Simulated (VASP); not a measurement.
Write the native input for VASP 6.6.1 that does the following.

```yaml
Task: single point
Functional: PBE
Potentials_or_basis: VASP PAW PBE potentials, release 64 (In_d, Sb)
Cutoff: 520 eV
k_mesh: 10 × 10 × 10
Occupations: gaussian, width 0.15 eV
Spin: no spin polarisation
Dipole_correction: no
Further_INCAR_settings: ALGO = Normal; EDIFF = 1e-07; NBANDS = 22
```

The structure of InSb3 lies in POSCAR:

```
InSb3
1.0
    5.1149469139      0.0000000000      0.0000000000
    0.0000000000      5.1149469139      0.0000000000
    0.0000000000      0.0000000000      4.2638197475
In Sb
1 3
Direct
    0.0000000000      0.0000000000      0.0000000000
    0.5000000000      0.0000000000      0.5000000000
    0.0000000000      0.5000000000      0.5000000000
    0.5000000000      0.5000000000      0.0000000000
```

This cell differs from its parent crystal: volume 27.888 Å^3 an atom, c/a of the conventional cell 0.8336.

One way to write it, as run:

INCAR

```
PREC = Accurate ; ENCUT = 520
EDIFF = 1E-7 ; ISMEAR = 0
SIGMA = 0.15 ; LREAL = False
LASPH = True ; NELM = 80
ALGO = Normal ; ISIF = 2
LWAVE = False ; LCHARG = True
GGA = PE ; LELF = True
LVHAR = True ; NBANDS = 22
```

KPOINTS

```
Automatic mesh
0
Gamma
  10 10 10
```

Potentials or basis: VASP PAW PBE potentials, release 64 (In_d, Sb).

Launch:

```console
$ cat potpaw_PBE.64/In_d/POTCAR potpaw_PBE.64/Sb/POTCAR > POTCAR
$ mpirun -np 1 vasp_std > vasp.out
```

Results of the run:

| Item | Value |
| --- | --- |
| Pressure | -0.4 GPa |
| Band gap on the k mesh | zero (band 14 reaches 10.05 eV, above the bottom of band 15 at 6.36 eV) |

Caveat: spin-orbit coupling is left out, which moves the levels of the heavy elements.

Run time: 87 s on 1 thread of Intel(R) Xeon(R) 6975P-C (Granite Rapids), with other jobs on the host, peak memory 0.42 GiB.
